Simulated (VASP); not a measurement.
A run of VASP 6.6.1:

The input INCAR:

```
SYSTEM = Ti
ALGO     = Normal         ! electronic algorithm
EDIFF    = 1E-6           ! SCF threshold, eV
ENCUT    = 520            ! plane-wave cutoff, eV
ISIF     = 2              ! what is computed and relaxed
ISMEAR   = -1             ! smearing method
LASPH    = .TRUE.         ! aspherical terms in the spheres
LCHARG   = .FALSE.        ! write CHGCAR
LREAL    = .FALSE.        ! projectors in reciprocal space
LWAVE    = .FALSE.        ! write WAVECAR
NBANDS   = 25             ! bands
NELM     = 60             ! most SCF steps
PREC     = Accurate       ! precision mode
SIGMA    = 0.1            ! smearing width, eV
```

Contents of KPOINTS:

```
k-points
0
G
  3 3 5
  0 0 0
```

Contents of POSCAR:

```
Ti
1.0
    4.6000000000      0.0000000000      0.0000000000
   -2.3000000000      3.9837200000      0.0000000000
    0.0000000000      0.0000000000      2.8200000000
Ti
3
Direct
    0.0000000000      0.0000000000      0.0000000000
    0.3333333333      0.6666666667      0.5000000000
    0.6666666667      0.3333333333      0.5000000000
```

Potentials or basis: VASP PAW LDA potentials, release 64 (Ti_sv).

Command:

```sh
$ cat potpaw_LDA.64/Ti_sv/POTCAR > POTCAR
$ mpirun -np 1 vasp_std > vasp.out
```

Hardware: 1 thread of AMD EPYC 9R45, with other jobs on the host.

Q: Estimate the wall time of this run.

A: Run time: 28 s on 1 thread of AMD EPYC 9R45, on a shared host, peak memory 0.12 GiB. Counts: scf iterations 14, k points 9.
